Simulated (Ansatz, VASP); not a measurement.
**One calculation of SiSb, two programs**

```xyz
4
Lattice="-3.9414 0.0000 0.0000 0.0000 -4.6268 0.0000 0.0000 2.3134 5.4408" Properties=species:S:1:pos:R:3 pbc="T T T"
Si   -2.9560    0.0000    0.7617
Si   -0.9853   -2.3134    4.6791
Sb   -2.9560    0.0000    3.9174
Sb   -0.9853   -2.3134    1.5234
```

Alike in both runs: task single point; functional PBEsol; k mesh 9 × 8 × 8; occupations gaussian, width 0.0741 eV; no spin polarisation.

```csv
,VASP,Ansatz
version,VASP 6.6.1,Ansatz 0.2.0
potentials or method,"VASP PAW PBE potentials, release 64 (Si, Sb), cutoff 520 eV",PAW plane waves
valence electrons in the cell,18,38
```

|  | VASP | Ansatz | Ansatz less VASP |
| --- | --- | --- | --- |
| pressure (GPa) | -7.7 | -7.7 | 0.00 |
| traceless stress, the component that is largest in VASP (GPa) | -1.29 | -1.31 | -0.020 |
| rms of the force components (eV/Å) | 0.171 | 0.170 | -0.0018 |

VASP's potentials were made for PBE, not for PBEsol. Atom by atom the forces differ by 0.002 eV/Å (rms over components). VASP's potentials hold 18 valence electrons a cell and Ansatz's 38, so a difference there can come from the potentials and not from the codes.

Neither program's run includes spin-orbit coupling.
